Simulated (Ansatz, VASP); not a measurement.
RbCaH3 in VASP and in Ansatz

INCAR

```
PREC = Accurate ; ENCUT = 520
EDIFF = 1E-6 ; ISMEAR = 0
SIGMA = 0.05 ; LREAL = False
LASPH = True ; NELM = 100
ALGO = Normal ; ISIF = 2
LWAVE = False ; LCHARG = False
GGA = CA ; NBANDS = 19
```

File KPOINTS:

```
regular mesh
0
Gamma
  6 6 6
```

POSCAR

```
RbCaH3
1.0
    3.9721703732      0.0000000000      0.0000000000
    0.0000000000      3.9721703732      0.0000000000
    0.0000000000      0.0000000000      5.9582555597
Rb Ca H
1 1 3
Direct
    0.0000000000      0.0000000000      0.0000000000
    0.5000000000      0.5000000000      0.5000000000
    0.0000000000      0.5000000000      0.5000000000
    0.5000000000      0.0000000000      0.5000000000
    0.5000000000      0.5000000000      0.0000000000
```

Input for Ansatz:

```yaml
crystal:
  lattice:
    - [3.9721703732, 0.0, 0.0]
    - [0.0, 3.9721703732, 0.0]
    - [0.0, 0.0, 5.9582555597]
  atoms:
    - { symbol: Rb, position: [0.0, 0.0, 0.0] }
    - { symbol: Ca, position: [0.5, 0.5, 0.5] }
    - { symbol: H, position: [0.0, 0.5, 0.5] }
    - { symbol: H, position: [0.5, 0.0, 0.5] }
    - { symbol: H, position: [0.5, 0.5, 0.0] }
basis:
  ecutwfc: 420
kpoints:
  mp_grid: { grid: [6, 6, 6] }
hamiltonian:
  xc: lda
scf:
  occupations: { method: gaussian, width: 0.05 }
output:
  forces: true
  stress: true
  eigenvalues: true
```

Alike in both runs: task single point; functional LDA; k mesh 6 × 6 × 6; occupations gaussian, width 0.05 eV; no spin polarisation.

|  | VASP | Ansatz |
| --- | --- | --- |
| version | VASP 6.6.1 | Ansatz 0.2.0 |
| potentials or method | VASP PAW LDA potentials, release 64 (Rb_sv, Ca_sv, H), cutoff 520 eV | scalar-relativistic, plane waves, PAW |
| valence electrons in the cell | 22 | 22 |

|  | VASP | Ansatz | Ansatz less VASP |
| --- | --- | --- | --- |
| gap on the k mesh at the Fermi level (eV) | 2.46 | 2.47 | +0.016 |
| least direct gap on the mesh (eV) | 2.50 | 2.52 | +0.020 |
| pressure (GPa) | 2.5 | 2.4 | -0.05 |
| traceless stress, the component that is largest in VASP (GPa) | -8.23 | -8.12 | +0.111 |

LDA's correlation is that of Perdew and Zunger in VASP and of Perdew and Wang (1992) in Ansatz.
